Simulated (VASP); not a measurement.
Here is a VASP 6.6.1 calculation.

The input INCAR:

```
SYSTEM = Li
PREC = Accurate ; ENCUT = 520
EDIFF = 1E-7 ; ISMEAR = 0
SIGMA = 0.1 ; LREAL = .FALSE.
LASPH = .TRUE. ; NELM = 60
ALGO = Normal ; ISIF = 2
LWAVE = .FALSE. ; LCHARG = .TRUE.
GGA = PE ; LELF = .TRUE.
LVHAR = .TRUE. ; NBANDS = 10
```

KPOINTS

```
regular mesh
0
G
  18 18 8
  0 0 0
```

The input POSCAR:

```
Li
1.0
    3.0466247594      0.0000000000      0.0000000000
   -1.5233123797      2.6384544374      0.0000000000
    0.0000000000      0.0000000000      5.0282139646
Li
2
Direct
    0.3333333333      0.6666666667      0.2500000000
    0.6666666667      0.3333333333      0.7500000000
```

Potentials or basis: VASP PAW PBE potentials, release 64 (Li_sv).

Run with:

```bash
$ cat potpaw_PBE.64/Li_sv/POTCAR > POTCAR
$ mpirun -np 1 vasp_std > vasp.out
```

(1) Estimate the band gap on the k mesh.

## Answers

(1) zero (band 3 reaches 2.83 eV, above the bottom of band 4 at -1.83 eV).
